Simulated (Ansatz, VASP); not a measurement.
## KBr: VASP beside Ansatz

Contents of INCAR:

```
ALGO = Normal
EDIFF = 1E-6
EDIFFG = -0.005
ENCUT = 600
GGA = PS
IBRION = 2
ISIF = 3
ISMEAR = 0
LASPH = T
LCHARG = F
LREAL = F
LWAVE = F
NELM = 80
NSW = 100
PREC = Accurate
SIGMA = 0.02
```

KPOINTS

```
k-points
0
Gamma
  6 6 2
```

POSCAR

```
KBr
1.0
    4.6669050000      0.0000000000      0.0000000000
   -2.3334520000      4.0416580000      0.0000000000
    0.0000000000      0.0000000000     11.4315350000
K Br
3 3
Direct
    0.0000000000      0.0000000000      0.0000000000
    0.3333333300      0.6666666700      0.3333333300
    0.6666666700      0.3333333300      0.6666666700
    0.6666666700      0.3333333300      0.1666666700
    0.0000000000      0.0000000000      0.5000000000
    0.3333333300      0.6666666700      0.8333333300
```

Input for Ansatz:

```yaml
crystal:
  lattice:
    - [4.666905, 0.0, 0.0]
    - [-2.333452, 4.041658, 0.0]
    - [0.0, 0.0, 11.431535]
  atoms:
    - { symbol: K, position: [0.0, 0.0, 0.0] }
    - { symbol: Br, position: [0.66666667, 0.33333333, 0.16666667] }
    - { symbol: K, position: [0.33333333, 0.66666667, 0.33333333] }
    - { symbol: Br, position: [0.0, 0.0, 0.5] }
    - { symbol: K, position: [0.66666667, 0.33333333, 0.66666667] }
    - { symbol: Br, position: [0.33333333, 0.66666667, 0.83333333] }
basis:
  ecutwfc: 420
kpoints:
  mp_grid: { grid: [6, 6, 2] }
hamiltonian:
  xc: pbesol
scf:
  occupations: { method: gaussian, width: 0.02 }
output:
  forces: true
  stress: true
  eigenvalues: true
  write_density: true
  write_potential: true
  elf: true
  volumetric_format: npy
relax:
  adjacent_minimum: "off"
  f_tol: 0.005
  max_steps: 80
  cell: { stress_tol: 0.05 }
```

Alike in both runs: task relaxation of cell and atoms; functional PBEsol; k mesh 6 × 6 × 2; occupations gaussian, width 0.02 eV; no spin polarisation.

```csv
,VASP,Ansatz
version,VASP 6.6.1,Ansatz 0.2.0
potentials or method,"VASP PAW PBE potentials, release 64 (K_sv, Br), cutoff 600 eV","scalar-relativistic, plane waves, PAW"
valence electrons in the cell,48,48
```

|  | VASP | Ansatz | Ansatz less VASP |
| --- | --- | --- | --- |
| gap on the k mesh at the Fermi level, each at its own relaxed structure (eV) | 4.33 | 4.34 | +0.013 |
| relaxed volume (Å³/atom) | 35.26 | 35.11 | -0.145 |

VASP's potentials were made for PBE, not for PBEsol.
